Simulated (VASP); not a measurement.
Input of a VASP 6.6.1 run:

The input INCAR:

```
SYSTEM = C
PREC = Accurate
ENCUT = 520
EDIFF = 1E-6
ISMEAR = 0
SIGMA = 0.1
LREAL = .False.
LASPH = .True.
NELM = 80
ALGO = Normal
ISIF = 2
LWAVE = .False.
LCHARG = .False.
GGA = PS
NBANDS = 11
```

KPOINTS

```
Automatic mesh
0
Gamma
  9 9 9
  0 0 0
```

File POSCAR:

```
C
1.0
    1.5254665541      0.8807285256      2.8287948316
   -1.5254665541      0.8807285256      2.8287948316
    0.0000000000     -1.7614570513      2.8287948316
C
2
Direct
    0.2275400000      0.2275400000      0.2275400000
    0.7724600000      0.7724600000      0.7724600000
```

Potentials or basis: VASP PAW PBE potentials, release 64 (C).

Run with:

```sh
$ cat potpaw_PBE.64/C/POTCAR > POTCAR
$ mpirun -np 1 vasp_std > vasp.out
```

(1) Estimate the largest force.

(2) Estimate the band gap on the k mesh.

(3) What does it give for the pressure?

Answers

(1) 3.957 eV/Å.

(2) zero (band 4 reaches 2.61 eV, above the bottom of band 5 at 0.02 eV).

(3) -53.2 GPa.

Caveat: the PAW data sets were made with another functional, which shifts forces and pressure a little.
